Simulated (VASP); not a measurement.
V:

```xyz
1
Lattice="-1.4618 1.4618 1.4618 1.4618 -1.4618 1.4618 1.4618 1.4618 -1.4618" Properties=species:S:1:pos:R:3 pbc="T T T"
V     0.0000    0.0000    0.0000
```

- Program: VASP 6.6.1
- Task: relaxation of cell and atoms
- Functional: PBE
- Potentials or basis: VASP PAW PBE potentials, release 64 (V_sv)
- Cutoff: 600 eV
- k mesh: 16 × 16 × 16
- Occupations: fermi-dirac, width 0.05 eV
- Spin: collinear spin, ferromagnetic start
- Starting moments: [1.5] μB

At the start: pressure 15.9 GPa; volume 12.49 Å³/atom.

Q: How do energy, volume and symmetry change on relaxing?

A: Over 4 steps the energy falls by 46.4 meV/atom and the volume is 13.49 Å³/atom (+8.0 %); space group Im-3m (No. 229, to 0.1 Å) before and after; moment 0.00 μB per cell.

Step by step:
| step | energy change (eV) | largest force (eV/Å) | pressure (GPa) | volume (Å³) |
| --- | --- | --- | --- | --- |
| 1 | 0.0000 | 0.0000 | 15.87 | 12.49 |
| 2 | 0.0213 | 0.0000 | -14.63 | 14.87 |
| 3 | -0.0464 | 0.0000 | -0.23 | 13.51 |
| 4 | -0.0464 | 0.0000 | -0.01 | 13.49 |

Final structure:
```cif
data_structure
_symmetry_space_group_name_H-M 'P 1'
_symmetry_Int_Tables_number 1
_cell_length_a 2.5975
_cell_length_b 2.5975
_cell_length_c 2.5975
_cell_angle_alpha 109.471
_cell_angle_beta 109.471
_cell_angle_gamma 109.471
_cell_volume 13.49
loop_
_atom_site_label
_atom_site_type_symbol
_atom_site_fract_x
_atom_site_fract_y
_atom_site_fract_z
_atom_site_occupancy
V1 V 0.00000 0.00000 0.00000 1
```

Caveat: the moments typed at the start vanished in this run.
